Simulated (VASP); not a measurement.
Here is a VASP 6.6.1 calculation.

File POSCAR:

```
Rh
1.0
    0.0000000000      1.9008071574      1.9008071574
    1.9008071574      0.0000000000      1.9008071574
    1.9008071574      1.9008071574      0.0000000000
Rh
1
Direct
    0.0000000000      0.0000000000      0.0000000000
```

File INCAR.step1:

```
PREC     = Accurate       # precision mode
ENCUT    = 520            # plane-wave cutoff, eV
ISMEAR   = -1             # smearing method
SIGMA    = 0.1            # smearing width, eV
LREAL    = F              # projectors in reciprocal space
LASPH    = T              # aspherical terms in the spheres
NELM     = 60             # most SCF steps
NBANDS   = 14             # bands
GGA      = PE             # functional
ALGO     = Normal         # electronic algorithm
EDIFF    = 1E-4           # SCF threshold, eV
LWAVE    = T              # write WAVECAR
LCHARG   = F              # write CHGCAR
```

The input INCAR.step2:

```
PREC     = Accurate       # precision mode
ENCUT    = 520            # plane-wave cutoff, eV
EDIFF    = 1E-6           # SCF threshold, eV
ISMEAR   = -1             # smearing method
SIGMA    = 0.1            # smearing width, eV
LREAL    = F              # projectors in reciprocal space
LASPH    = T              # aspherical terms in the spheres
NELM     = 60             # most SCF steps
ALGO     = Normal         # electronic algorithm
ISIF     = 2              # what is computed and relaxed
LWAVE    = F              # write WAVECAR
LCHARG   = F              # write CHGCAR
METAGGA  = R2SCAN         # meta-GGA
LMIXTAU  = T            
NBANDS   = 14             # bands
ISTART   = 1
```

File KPOINTS:

```
regular mesh
0
Gamma
  4 4 4
```

Potentials or basis: VASP PAW PBE potentials, release 64 (Rh_pv).

Command:

```bash
$ cat potpaw_PBE.64/Rh_pv/POTCAR > POTCAR
$ cp INCAR.step1 INCAR
$ mpirun -np 1 vasp_std > vasp.out
$ cp INCAR.step2 INCAR
$ mpirun -np 1 vasp_std > vasp.out
```

**Question.** What does it give for the pressure?

**Answer.** -6.6 GPa.

Caveat: the k points lie up to 0.72 Å⁻¹ apart; the PAW data sets were made with another functional, which shifts forces and pressure a little.
